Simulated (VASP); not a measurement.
Set up this calculation in VASP 6.6.1, as the native input.

| Item | Value |
| --- | --- |
| Task | relaxation of cell and atoms |
| Functional | revPBE |
| Potentials or basis | VASP PAW PBE potentials, release 64 (Sn_d, Se) |
| Cutoff | 600 eV |
| k mesh | 8 × 8 × 8 |
| Occupations | fermi-dirac, width 0.05 eV |
| Spin | no spin polarisation |
| Dipole correction | no |
| Further INCAR settings | ALGO = Normal; EDIFF = 1e-07; IBRION = 2; EDIFFG = -0.01; NSW = 60; ISIF = 3 |

The structure of SnSe lies in POSCAR:

```
SnSe
1.0
    0.0000000000      3.0100000000      3.0100000000
    3.0100000000      0.0000000000      3.0100000000
    3.0100000000      3.0100000000      0.0000000000
Sn Se
1 1
Direct
    0.0000000000      0.0000000000      0.0000000000
    0.5000000000      0.5000000000      0.5000000000
```

These files were run (other wordings do the same):

INCAR

```
SYSTEM = SnSe
ALGO = Normal
EDIFF = 1E-7
EDIFFG = -0.01
ENCUT = 600
GGA = RE
IBRION = 2
ISIF = 3
ISMEAR = -1
LASPH = .True.
LCHARG = .False.
LREAL = .False.
LWAVE = .False.
NELM = 60
NSW = 60
PREC = Accurate
SIGMA = 0.05
```

KPOINTS

```
k-points
0
Gamma
  8 8 8
  0 0 0
```

Potentials or basis: VASP PAW PBE potentials, release 64 (Sn_d, Se).

Command:

```bash
$ cat potpaw_PBE.64/Sn_d/POTCAR potpaw_PBE.64/Se/POTCAR > POTCAR
$ mpirun -np 1 vasp_std > vasp.out
```

Results of the run:

| Property | Result |
| --- | --- |
| Relaxed volume | 28.46 Å³/atom |
| Relaxed cell | a = 4.318 Å, b = 4.318 Å, c = 4.318 Å, α = 60.00°, β = 60.00°, γ = 60.00° |
| Space group after relaxing (to 0.05 Å) | Fm-3m (No. 225) |
| Energy gained by relaxing | 7.6 meV/atom |
| Ionic steps | 3 |
| Pressure after relaxing | 0.0 GPa |
| Band gap on the k mesh | 0.37 eV, direct |

Caveat: the PAW data sets were made with another functional, which shifts forces and pressure a little; spin-orbit coupling is left out, which moves the levels of the heavy elements.

Run time: 34 s on 1 thread of Intel(R) Xeon(R) 6975P-C (Granite Rapids), on a shared host, peak memory 0.22 GiB.
